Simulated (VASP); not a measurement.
## AlRh: single point with LDA

The system is AlRh.

```xyz
2
Lattice="2.9773 0.0000 0.0000 0.0000 3.0964 0.0000 0.0000 0.0000 2.9773" Properties=species:S:1:pos:R:3 pbc="T T T"
Al    0.0000    0.0000    0.0000
Rh    1.4887    1.5482    1.4887
```

This cell differs from its parent crystal: strain +0.0400 x Voigt [0, 1, 0, 0, 0, 0].

```yaml
Program: VASP 6.6.1
Task: single point
Functional: LDA
Potentials_or_basis: VASP PAW LDA potentials, release 64 (Al, Rh_pv)
Cutoff: 520 eV
k_mesh: 16 × 16 × 16
Occupations: gaussian, width 0.15 eV
Spin: no spin polarisation
Dipole_correction: no
Further_INCAR_settings: ALGO = Fast; EDIFF = 1e-06; NBANDS = 16
```

```
Pressure               : -12.5 GPa
Band gap on the k mesh : zero (bands 9 and 10 overlap by 2.54 eV)
```

Stress tensor (GPa, compression positive):
```
-11.21   0.00   0.00
  0.00 -14.96   0.00
  0.00   0.00 -11.21
```

Levels at points of the mesh, in eV from the Fermi level:
| k point | band 5 | band 6 | band 7 | band 8 | band 9 | band 10 | band 11 | band 12 | band 13 | band 14 |
| --- | --- | --- | --- | --- | --- | --- | --- | --- | --- | --- |
| (0.00, 0.00, 0.00) | -4.63 | -4.62 | -1.60 | -1.60 | -1.38 | 4.18 | 5.35 | 5.35 | 9.51 | 9.53 |
| (0.50, 0.00, 0.00) | -6.28 | -3.93 | -3.23 | -2.84 | -1.38 | 0.52 | 6.83 | 9.20 | 10.24 | 10.61 |
| (0.00, 0.50, 0.00) | -6.69 | -4.07 | -2.83 | -2.83 | -1.22 | -0.05 | 6.88 | 10.20 | 10.20 | 11.07 |
| (0.50, 0.50, 0.00) | -4.25 | -2.55 | -2.53 | -2.47 | -2.27 | -0.53 | 3.25 | 4.06 | 9.83 | 13.74 |
| (0.50, 0.00, 0.50) | -4.10 | -2.81 | -2.81 | -2.19 | -2.19 | -0.31 | 3.71 | 4.34 | 8.99 | 13.13 |
| (0.50, 0.50, 0.50) | -5.51 | -5.51 | -0.49 | -0.25 | 1.55 | 2.81 | 3.00 | 3.00 | 6.38 | 6.38 |

It took 2.4 min on 1 thread of Intel Xeon 8259CL, on a shared host, peak memory 0.27 GiB.

Caveat: the cell differs from its parent crystal (strain +0.0400 x Voigt [0, 1, 0, 0, 0, 0]); the cell stands under tension.
